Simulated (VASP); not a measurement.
# MgO (P1) in VASP: further runs

MgO is run at these levels: PBEsol; tasks: single point.

Everything below comes from runs of VASP 6.6.1. Logs are shortened: lines on timing, memory, paths and dates and some standing lists are left out, and cuts for length are marked.

### Step 1. The cell of the first run

The typed cell holds 8 atoms: a = 3.255 Å, b = 3.255 Å, c = 10.415 Å, α = 90.00°, β = 90.00°, γ = 120.00°.

### Step 2. Single point, PBEsol (atom 6 (O) moved by -0.390 Å along [1 0 0] and -0.130 Å along [0 0 1])

INCAR reads:

```
PREC     = Accurate       # precision mode
ENCUT    = 520            # plane-wave cutoff, eV
EDIFF    = 1E-6           # SCF threshold, eV
ISMEAR   = 0              # smearing method
SIGMA    = 0.05           # smearing width, eV
LREAL    = F              # projectors in reciprocal space
LASPH    = T              # aspherical terms in the spheres
NELM     = 80             # most SCF steps
ALGO     = Normal         # electronic algorithm
ISIF     = 2              # what is computed and relaxed
LWAVE    = F              # write WAVECAR
LCHARG   = F              # write CHGCAR
GGA      = PS             # functional
NBANDS   = 26             # bands
```

KPOINTS reads:

```
Automatic mesh
0
Gamma
  9 9 4
```

POSCAR reads:

```
MgO
1.0
    3.2553371795      0.0000000000      0.0000000000
   -1.6276685897      2.8192046953      0.0000000000
    0.0000000000      0.0000000000     10.4149514991
Mg O
4 4
Direct
    0.3333333333      0.6666666667      0.9695963559
    0.0000000000      0.0000000000      0.2209473890
    0.0000000000      0.0000000000      0.7209473890
    0.6666666667      0.3333333333      0.4695963559
    0.3333333333      0.6666666667      0.7799156657
   -0.1198032580      0.0000000000      0.5170567142
    0.0000000000      0.0000000000      0.0295387694
    0.6666666667      0.3333333333      0.2799156657
```

Potentials or basis: VASP PAW PBE potentials, release 64 (Mg, O).

On the command line:

```console
$ cat potpaw_PBE.64/Mg/POTCAR potpaw_PBE.64/O/POTCAR > POTCAR
$ mpirun -np 1 vasp_std > vasp.out
```

OUTCAR:

```text
PREC = Accurate
   ENCUT = 520
   EDIFF = 1E-6
   ISMEAR = 0
   LREAL = F
   LASPH = T
   NELM = 80
   ISIF = 2
   GGA = PS

 ion  position               nearest neighbor table
   1  0.333  0.667  0.970-   5 1.98   7 1.98   7 1.98   7 1.98   3 3.20   3 3.20   3 3.20   2 3.22
                             2 3.22   2 3.22
   2  0.000  0.000  0.221-   8 1.98   8 1.98   8 1.98   7 1.99   4 3.20   4 3.20   4 3.20   1 3.22
                             1 3.22   1 3.22
   3  0.000  0.000  0.721-   5 1.98   5 1.98   5 1.98   6 2.16   1 3.20   1 3.20   1 3.20   4 3.22
                             4 3.22   4 3.22
   4  0.667  0.333  0.470-   6 1.63   8 1.98   6 1.98   6 2.28   2 3.20   2 3.20   2 3.20   3 3.22
                             3 3.22   3 3.22
   5  0.333  0.667  0.780-   1 1.98   3 1.98   3 1.98   3 1.98
   6  0.880  0.000  0.517-   4 1.63   4 1.98   3 2.16   4 2.28
   7  0.000  0.000  0.030-   1 1.98   1 1.98   1 1.98   2 1.99
   8  0.667  0.333  0.280-   4 1.98   2 1.98   2 1.98   2 1.98

  LATTYP: Found a hexagonal cell.
 ALAT       =     3.2553371795
 C/A-ratio  =     3.1993464655

  Lattice vectors:

 A1 = (   3.2553371795,   0.0000000000,   0.0000000000)
 A2 = (  -1.6276685897,   2.8192046953,   0.0000000000)
 A3 = (   0.0000000000,   0.0000000000,  10.4149514991)

Analysis of symmetry for initial positions (statically):
=====================================================================
 Subroutine PRICEL returns:
 Original cell was already a primitive cell.

 Routine SETGRP: Setting up the symmetry group for a
 hexagonal supercell.

 Subroutine GETGRP returns: Found  1 space group operations
 (whereof  1 operations were pure point group operations)
 out of a pool of 24 trial point group operations.

The static configuration has the point symmetry C_1 .

Analysis of symmetry for dynamics (positions and initial velocities):
=====================================================================
 Subroutine PRICEL returns:
 Original cell was already a primitive cell.

 Routine SETGRP: Setting up the symmetry group for a
 hexagonal supercell.

 Subroutine GETGRP returns: Found  1 space group operations
 (whereof  1 operations were pure point group operations)
 out of a pool of 24 trial point group operations.

The dynamic configuration has the point symmetry C_1 .

 Subroutine INISYM returns: Found  1 space group operations
 (whereof  1 operations are pure point group operations),
 and found     1 'primitive' translations

----------------------------------------------------------------------------------------

                                     Primitive cell

  volume of cell :      95.5828

  direct lattice vectors                    reciprocal lattice vectors
     3.255337180  0.000000000  0.000000000     0.307187841  0.177354983  0.000000000
    -1.627668590  2.819204695  0.000000000     0.000000000  0.354709965  0.000000000
     0.000000000  0.000000000 10.414951499     0.000000000  0.000000000  0.096015810

  length of vectors
     3.255337180  3.255337179 10.414951499     0.354709965  0.354709965  0.096015810

  position of ions in fractional coordinates (direct lattice)
     0.333333333  0.666666667  0.969596356
     0.000000000  0.000000000  0.220947389
     0.000000000  0.000000000  0.720947389
     0.666666667  0.333333333  0.469596356
     0.333333333  0.666666667  0.779915666
     0.880196742  0.000000000  0.517056714
     0.000000000  0.000000000  0.029538769
     0.666666667  0.333333333  0.279915666

  ion indices of the primitive-cell ions
   primitive index   ion index
                 1           1
                 2           2
                 3           3
                 4           4
                 5           5
                 6           6
                 7           7
                 8           8

----------------------------------------------------------------------------------------

 KPOINTS: Automatic mesh

Automatic generation of k-mesh.
 Grid dimensions read from file:
 generate k-points for:    9    9    4

 Generating k-lattice:

  Cartesian coordinates                     Fractional coordinates (reciprocal lattice)
     0.034131982  0.019706109  0.000000000     0.111111111  0.000000000  0.000000000
     0.000000000  0.039412218  0.000000000     0.000000000  0.111111111  0.000000000
     0.000000000  0.000000000  0.024003952     0.000000000  0.000000000  0.250000000

  Length of vectors
     0.039412218  0.039412218  0.024003952

  Shift w.r.t. Gamma in fractional coordinates (k-lattice)
     0.000000000  0.000000000  0.000000000

 Subroutine IBZKPT returns following result:
 ===========================================

 Found    163 irreducible k-points:

 Following reciprocal coordinates:
            Coordinates               Weight
  0.000000  0.000000  0.000000      1.000000
  0.111111  0.000000  0.000000      2.000000
  0.000000  0.111111  0.000000      2.000000
 -0.111111  0.111111  0.000000      2.000000
  0.222222 -0.000000  0.000000      2.000000
  0.000000  0.222222  0.000000      2.000000
[... 16 lines left out ...]
  0.333333  0.111111  0.000000      2.000000
 -0.111111  0.444444  0.000000      2.000000
 [... further k-points ...]
   k-points           NKPTS =    163   k-points in BZ     NKDIM =    163   number of bands    NBANDS=     26
   number of dos      NEDOS =    301   number of ions     NIONS =      8
   total plane-waves  NPLWV =  46080
   dimension x,y,z NGX =    24 NGY =   24 NGZ =   80
   dimension x,y,z NGXF=    48 NGYF=   48 NGZF=  160
   ions per type =               4   4
   NGX,Y,Z   is equivalent  to a cutoff of  12.26, 12.26, 12.77 a.u.
   NGXF,Y,Z  is equivalent  to a cutoff of  24.51, 24.51, 25.54 a.u.
 SYSTEM =  unknown system
   PREC   = accura    normal or accurate (medium, high low for compatibility)
   ISTART =      0    job   : 0-new  1-cont  2-samecut
   ICHARG =      2    charge: 1-file 2-atom 10-const
   ISPIN  =      1    spin polarized calculation?
   LNONCOLLINEAR =      F non collinear calculations
   LSORBIT =      F    spin-orbit coupling
   LASPH  =      T    aspherical Exc in radial PAW
   ENCUT  =  520.0 eV  38.22 Ry    6.18 a.u.   6.05  6.05 19.36*2*pi/ulx,y,z
   NELM   =     80;   NELMIN=  2; NELMDL= -5     # of ELM steps
   EDIFF  = 0.1E-05   stopping-criterion for ELM
   LREAL  =      F    real-space projection
   EDIFFG = 0.1E-04   stopping-criterion for IOM
   NSW    =      0    number of steps for IOM
   IBRION =     -1    ionic relax: 0-MD 1-quasi-New 2-CG
   NFREE  =      0    steps in history (QN), initial steepest desc. (CG)
   ISIF   =      2    stress and relaxation
   ISYM   =      2    0-nonsym 1-usesym 2-fastsym
   POTIM  = 0.5000    time-step for ionic-motion
   TEBEG  =    0.0;   TEEND  =   0.0 temperature during run
   PSTRESS=    0.0 pullay stress
   NELECT =      32.0000    total number of electrons
   NUPDOWN=      -1.0000    fix difference up-down
   EMIN   =  10.00;   EMAX   =-10.00  energy-range for DOS
   EFERMI =   0.00;   METHOD = LEGACY
   ISMEAR =     0;   SIGMA  =   0.05  broadening in eV -4-tet -1-fermi 0-gaus
   EFERMI_NEDOS =   21; number of points for ismear=-14 and -15
   IALGO  =     38    algorithm
   IMIX   =      4    mixing-type and parameters
     AMIX     =   0.40;   BMIX     =  1.00
     AMIX_MAG =   1.60;   BMIX_MAG =  1.00
  volume/ion in A,a.u.               =      11.95        80.63
  Fermi-wavevector in a.u.,A,eV,Ry     =   1.136750  2.148146 17.581449  1.292200
  Thomas-Fermi vector in A             =   2.273455
   LORBIT       =      0    0 simple, 1 ext, 2 COOP (PROOUT), +10 PAW based schemes
   GGA     = PS    functional components
   LHFCALC =     F    Hartree Fock is set to
   AEXX    =    0.0000 exact exchange contribution
   IVDW    =     0    specifies the selected vdW correction
   LEPSILON=     F    determine dielectric tensor
   LRPA    =     F    only Hartree local field effects (RPA)
 non-spin polarized calculation
 Gauss-broadening in eV      SIGMA  =   0.05
  energy-cutoff  :      520.00
  volume of cell :       95.58
 maximum number of plane-waves:      2616
   NGX = 13   NGY = 13   NGZ = 39

 number of electron      32.0000018 magnetization

 Free energy of the ion-electron system (eV)
  ---------------------------------------------------
  ext. energy  EPLUGINS =         0.00000000
  ---------------------------------------------------
  free energy    TOTEN  =       -47.74352734 eV

  energy without entropy =      -47.74352734  energy(sigma->0) =      -47.74352734

 E-fermi :   1.1981     XC(G=0):  -9.9202

 val. band max:        0.9059849950   @ k =   0.0000   0.0000   0.0000
 cond. band min:       4.0771661941   @ k =   0.0000   0.0000   0.0000
 fundamental gap:      3.1711811991
 Fermi energy:         1.1981295630

 k-point     1 :       0.0000    0.0000    0.0000
  band No.  band energies     occupation
      1     -15.3288      2.00000
      2     -14.8924      2.00000
      3     -14.8233      2.00000
      4     -14.2931      2.00000
      5      -2.4755      2.00000
      6      -1.2093      2.00000
[... 18 lines left out ...]
     25      15.0921      0.00000
     26      15.6652      0.00000

 k-point     2 :       0.1111    0.0000    0.0000
  band No.  band energies     occupation
      1     -15.2702      2.00000
      2     -14.8450      2.00000
      3     -14.7764      2.00000
      4     -14.2585      2.00000
      5      -2.3518      2.00000
      6      -1.2644      2.00000
[... 18 lines left out ...]
     25      14.9818      0.00000
     26      15.1190      0.00000

 k-point     3 :       0.0000    0.1111    0.0000
  band No.  band energies     occupation
      1     -15.2700      2.00000
      2     -14.8399      2.00000
      3     -14.7764      2.00000
      4     -14.2593      2.00000
      5      -2.3503      2.00000
      6      -1.2713      2.00000
[... 572 lines left out ...]
 k-point    23 :       0.3333    0.1111    0.0000
  band No.  band energies     occupation
      1     -14.8328      2.00000
      2     -14.5039      2.00000
      3     -14.4409      2.00000
      4     -14.0171      2.00000
      5      -2.2147      2.00000
      6      -1.9149      2.00000
[... 18 lines left out ...]
     25      13.3429      0.00000
     26      13.9028      0.00000

 k-point    24 :      -0.1111    0.4444    0.0000
  band No.  band energies     occupation
      1     -14.8373      2.00000
      2     -14.4486      2.00000
      3     -14.4371      2.00000
      4     -14.0351      2.00000
      5      -2.2461      2.00000
      6      -1.9460      2.00000
[... 18 lines left out ...]
     25      13.1555      0.00000
     26      13.4682      0.00000

 [... further k-points ...]
[... 5 lines left out ...]
  --------------------------------------------------------------------------------------
  -------------------------------------------------------------------------------------
  Total        4.7283870      3.1944697     -0.0181782     -5.0228186     -2.0624432      2.5167364
  in kB       79.2581187     53.5463062     -0.3047066    -84.1934363    -34.5710640     42.1860128
  external PRESSURE =      44.1665728 kB  Pullay stress =       0.0000000 kB

 VOLUME and BASIS-vectors are now :
 -----------------------------------------------------------------------------
  energy-cutoff  :      520.00
  volume of cell :       95.58
      direct lattice vectors                 reciprocal lattice vectors
     3.255337180  0.000000000  0.000000000     0.307187841  0.177354983  0.000000000
    -1.627668590  2.819204695  0.000000000     0.000000000  0.354709965  0.000000000
     0.000000000  0.000000000 10.414951499     0.000000000  0.000000000  0.096015810

 POSITION                                       TOTAL-FORCE (eV/Angst)
 -----------------------------------------------------------------------------------
     -0.00000      1.87947     10.09830        -0.002061     -0.001580      0.262428
      0.00000      0.00000      2.30116        -0.041160      0.000209      0.255375
      0.00000      0.00000      7.50863        -0.289125     -0.000077     -0.526044
      1.62767      0.93973      4.89082        -5.891191      3.739662     -2.565985
     -0.00000      1.87947      8.12278        -0.060647     -0.036156     -0.232123
      2.86534      0.00000      5.38512         6.394138     -3.743226      3.367101
      0.00000      0.00000      0.30764         0.001159     -0.000043     -0.262957
      1.62767      0.93973      2.91531        -0.111113      0.041211     -0.297795
 -----------------------------------------------------------------------------------
    total drift:                               -0.000165      0.000103     -0.001358

  FREE ENERGIE OF THE ION-ELECTRON SYSTEM (eV)
  ---------------------------------------------------
  free  energy   TOTEN  =       -47.7435273359 eV

  energy  without entropy=      -47.7435273359  energy(sigma->0) =      -47.74352734
```

Wall time 4.6 min (1 thread of Intel Xeon Platinum 8488C (Sapphire Rapids), shared host); peak memory 0.43 GiB.

What came out:

| Property | Result |
| --- | --- |
| Free energy | -47.7435 eV |
| Pressure | 4.4 GPa |
| Largest force | 8.138 eV/Å |
| Band gap on the k mesh | 3.17 eV, direct |

Forces on the atoms (eV/Å):
```
Mg  -0.002 -0.002  0.262
Mg  -0.041  0.000  0.255
Mg  -0.289  0.000 -0.526
Mg  -5.891  3.740 -2.566
O   -0.061 -0.036 -0.232
O    6.394 -3.743  3.367
O    0.001  0.000 -0.263
O   -0.111  0.041 -0.298
```

Caveat: the cell differs from its parent crystal (atom 6 (O) moved by -0.390 Å along [1 0 0] and -0.130 Å along [0 0 1]); the PAW data sets were made with another functional, which shifts forces and pressure a little. A k mesh can miss the band edges.

### Step 3. Single point, PBEsol (atom 6 (O) moved by -0.130 Å along [1 0 0] and +0.650 Å along [0 0 1])

INCAR reads:

```
PREC     = Accurate       # precision mode
ENCUT    = 520            # plane-wave cutoff, eV
EDIFF    = 1E-6           # SCF threshold, eV
ISMEAR   = 0              # smearing method
SIGMA    = 0.05           # smearing width, eV
LREAL    = False          # projectors in reciprocal space
LASPH    = True           # aspherical terms in the spheres
NELM     = 100            # most SCF steps
ALGO     = Normal         # electronic algorithm
ISIF     = 2              # what is computed and relaxed
LWAVE    = False          # write WAVECAR
LCHARG   = False          # write CHGCAR
GGA      = PS             # functional
NBANDS   = 26             # bands
```

KPOINTS is that of step 2.

POSCAR: that of step 2 with these lines changed.

```diff
@@ -13,3 +13,3 @@
     0.3333333333      0.6666666667      0.7799156657
-   -0.1198032580      0.0000000000      0.5170567142
+   -0.0399344193      0.0000000000      0.5919490456
     0.0000000000      0.0000000000      0.0295387694
```

Potentials or basis: VASP PAW PBE potentials, release 64 (Mg, O).

On the command line:

```console
$ cat potpaw_PBE.64/Mg/POTCAR potpaw_PBE.64/O/POTCAR > POTCAR
$ mpirun -np 1 vasp_std > vasp.out
```

It took 4.6 min on 1 thread of Intel Xeon Platinum 8488C (Sapphire Rapids), shared host; peak memory 0.42 GiB.

Results (log left out):

```
Free energy            : -41.6339 eV
Pressure               : 21.0 GPa
Largest force          : 35.809 eV/Å
Band gap on the k mesh : 0.82 eV, direct
```

Forces on the atoms (eV/Å):
```
Mg   -0.001   0.000  -1.157
Mg   -0.005   0.000  -1.156
Mg    2.863   0.002  31.222
Mg   -0.102   0.035   3.193
O    -0.074  -0.016   1.360
O    -2.668  -0.023 -35.709
O     0.000   0.000   1.172
O    -0.013   0.002   1.076
```

Stress tensor (GPa, compression positive):
```
-0.09  0.58  6.52
 0.58 -0.77 -0.13
 6.52 -0.13 63.99
```

Levels at points of the mesh, in eV from the valence-band top:
```
           k point  band 14  band 15  band 16  band 17  band 18  band 19
(0.00, 0.00, 0.00)    -1.07    -0.04     0.00     0.82     3.67     4.53
(0.00, 0.00, 0.50)    -1.37    -0.04     0.00     1.15     3.08     5.60
```

Caveat: the cell differs from its parent crystal (atom 6 (O) moved by -0.130 Å along [1 0 0] and +0.650 Å along [0 0 1]); the PAW data sets were made with another functional, which shifts forces and pressure a little.

### Step 4. Single point, PBEsol (atom 6 (O) moved by -0.650 Å along [1 0 0] and +0.260 Å along [0 0 1])

INCAR reads:

```
ALGO = Normal
EDIFF = 1E-7
ENCUT = 520
GGA = PS
ISIF = 2
ISMEAR = 0
LASPH = True
LCHARG = False
LREAL = False
LWAVE = False
NBANDS = 26
NELM = 80
PREC = Accurate
SIGMA = 0.05
```

KPOINTS reads:

```
k-points
0
Gamma
  9 9 4
```

POSCAR: that of step 3 with these lines changed.

```diff
@@ -13,3 +13,3 @@
     0.3333333333      0.6666666667      0.7799156657
-   -0.0399344193      0.0000000000      0.5919490456
+   -0.1996720967      0.0000000000      0.5545028799
     0.0000000000      0.0000000000      0.0295387694
```

On the command line:

```console
$ cat potpaw_PBE.64/Mg/POTCAR potpaw_PBE.64/O/POTCAR > POTCAR
$ mpirun -np 1 vasp_std > vasp.out
```

Run time: 6.4 min. Hardware: 1 thread of Intel Xeon Platinum 8488C (Sapphire Rapids), shared host; peak memory 0.43 GiB.

Results (log left out):

- Free energy: -47.0583 eV
- Pressure: 6.6 GPa
- Largest force: 7.552 eV/Å
- Band gap on the k mesh: 2.27 eV, direct

Forces in eV/Å, atoms in the order of the input:
```
Mg  -0.005 -0.005 -0.544
Mg  -0.033 -0.001 -0.603
Mg   0.217 -0.002  1.291
Mg  -5.150  4.829 -2.680
O   -0.180 -0.175  0.764
O    5.223 -4.692  0.702
O    0.001 -0.001  0.569
O   -0.075  0.048  0.501
```

Stress tensor (GPa, compression positive):
```
 5.41 -5.54  8.07
-5.54  5.14 -8.14
 8.07 -8.14  9.22
```

Levels at points of the mesh, in eV from the valence-band top:
```csv
k point,band 12,band 13,band 14,band 15,band 16,band 17,band 18,band 19,band 20,band 21
"(0.00, 0.00, 0.00)",-0.97,-0.68,-0.43,-0.21,0.00,2.27,4.71,5.14,7.61,8.73
"(0.00, 0.00, 0.50)",-0.97,-0.97,-0.49,-0.21,-0.03,2.74,3.79,6.42,6.53,9.73
```

Caveat: the cell differs from its parent crystal (atom 6 (O) moved by -0.650 Å along [1 0 0] and +0.260 Å along [0 0 1]); the PAW data sets were made with another functional, which shifts forces and pressure a little.

### Step 5. Single point, PBEsol (atom 6 (O) moved by -0.130 Å along [1 0 0] and -0.260 Å along [0 0 1])

INCAR: that of step 4 with these lines changed.

```diff
@@ -1,3 +1,3 @@
 ALGO = Normal
-EDIFF = 1E-7
+EDIFF = 1E-6
 ENCUT = 520
```

KPOINTS is that of step 4.

POSCAR: that of step 4 with these lines changed.

```diff
@@ -13,3 +13,3 @@
     0.3333333333      0.6666666667      0.7799156657
-   -0.1996720967      0.0000000000      0.5545028799
+   -0.0399344193      0.0000000000      0.5045746589
     0.0000000000      0.0000000000      0.0295387694
```

On the command line:

```console
$ cat potpaw_PBE.64/Mg/POTCAR potpaw_PBE.64/O/POTCAR > POTCAR
$ mpirun -np 1 vasp_std > vasp.out
```

It took 6 min on 1 thread of Intel Xeon Platinum 8488C (Sapphire Rapids), shared host; peak memory 0.43 GiB.

The run converged. Its results:

* Free energy: -48.4363 eV
* Pressure: 1.2 GPa
* Largest force: 3.399 eV/Å
* Band gap on the k mesh: 2.64 eV, direct

Forces in eV/Å, atoms in the order of the input:
```
Mg  -0.001  0.000  0.532
Mg  -0.017  0.000  0.562
Mg  -0.104  0.000 -0.547
Mg  -1.799  0.438 -1.624
O   -0.018 -0.003 -0.521
O    1.989 -0.441  2.721
O    0.000  0.000 -0.541
O   -0.051  0.006 -0.582
```

Stress tensor (GPa, compression positive):
```
 3.13 -2.72  0.89
-2.72  2.62 -0.31
 0.89 -0.31 -2.08
```

Levels at points of the mesh, in eV from the valence-band top:
| k point | band 14 | band 15 | band 16 | band 17 | band 18 | band 19 |
| --- | --- | --- | --- | --- | --- | --- |
| (0.00, 0.00, 0.00) | -0.33 | -0.02 | 0.00 | 2.64 | 5.08 | 5.58 |
| (0.00, 0.00, 0.50) | -0.77 | -0.02 | 0.00 | 3.18 | 4.08 | 6.74 |

Caveat: the cell differs from its parent crystal (atom 6 (O) moved by -0.130 Å along [1 0 0] and -0.260 Å along [0 0 1]); the PAW data sets were made with another functional, which shifts forces and pressure a little. A k mesh can miss the band edges.
